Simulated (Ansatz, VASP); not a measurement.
KCdCO3F in VASP and in Ansatz

```xyz
7
Lattice="5.0391 0.0000 0.0000 -2.5196 4.3640 0.0000 0.0000 0.0000 4.4151" Properties=species:S:1:pos:R:3 pbc="T T T"
K     0.0000    0.0000    0.0000
Cd    2.5196    1.4547    2.2076
C     0.0000    2.9094    2.2076
O     0.0000    1.6223    2.2076
O    -1.1147    3.5529    2.2076
O     1.1147    3.5529    2.2076
F     2.5196    1.4547    0.0000
```

Alike in both runs: functional PBEsol; k mesh 6 × 6 × 6; occupations gaussian, width 0.02 eV; no spin polarisation.

Ansatz relaxed the structure, and its values are those at the end. VASP's run is a single point on that final structure, the one shown.

|  | VASP | Ansatz |
| --- | --- | --- |
| version | VASP 6.6.1 | Ansatz 0.2.0 |
| potentials or method | VASP PAW PBE potentials, release 64 (K_sv, Cd, C, O, F), cutoff 520 eV | scalar-relativistic, plane waves, PAW |
| valence electrons in the cell | 50 | 58 |

|  | VASP | Ansatz | Ansatz less VASP |
| --- | --- | --- | --- |
| gap on the k mesh at the Fermi level (eV) | 1.89 | 1.92 | +0.029 |
| least direct gap on the mesh (eV) | 1.89 | 1.92 | +0.030 |
| pressure (GPa) | 0.9 | 0.0 | -0.96 |
| rms of the force components (eV/Å) | 0.115 | 0.002 | -0.1132 |

VASP's potentials were made for PBE, not for PBEsol. VASP's potentials hold 50 valence electrons a cell and Ansatz's 58, so a difference there can come from the potentials and not from the codes.
